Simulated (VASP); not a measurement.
Mg2GeN3, 12 atoms in the cell. Symmetry: Cmc2_1, No. 36, orthorhombic system. The conventional cell has a = 10.222 Å, b = 5.915 Å, c = 4.973 Å, α = 90.00°, β = 90.00°, γ = 90.00°. Within 2.8 Å of Mg (site symmetry 1) lie 4 N at 2.08 to 2.17 Å. Ge (site symmetry m) has 4 N at 1.86 to 1.90 Å within 2.5 Å. Within 2.5 Å of N (site symmetry 1) lie 1 Ge at 1.86 Å and 3 Mg at 2.08 to 2.17 Å. N (site symmetry m) has 2 Ge at 1.88 to 1.90 Å and 2 Mg at 2.11 Å within 2.5 Å. 

* Program: VASP 6.6.1
* Task: single point
* Functional: PBE
* Potentials or basis: VASP PAW PBE potentials, release 64 (Mg, Ge_d, N)
* Cutoff: 520 eV
* k mesh: 4 × 4 × 4
* Occupations: gaussian, width 0.2 eV
* Spin: no spin polarisation
* Dipole correction: no
* Further INCAR settings: ALGO = Normal; EDIFF = 1e-06; NBANDS = 45

Potentials or basis: VASP PAW PBE potentials, release 64 (Mg, Ge_d, N).

Launch:

```console
$ cat potpaw_PBE.64/Mg/POTCAR potpaw_PBE.64/Ge_d/POTCAR potpaw_PBE.64/N/POTCAR > POTCAR
$ mpirun -np 1 vasp_std > vasp.out
```

Hardware: 1 thread of Oxide Virtual Turin-like Processor, on a shared host.

**Question.** How long does it take, and how much memory?

**Answer.** Run time: 6.8 min on 1 thread of Oxide Virtual Turin-like Processor, on a shared host, peak memory 0.32 GiB. Counts: scf iterations 15, k points 21.
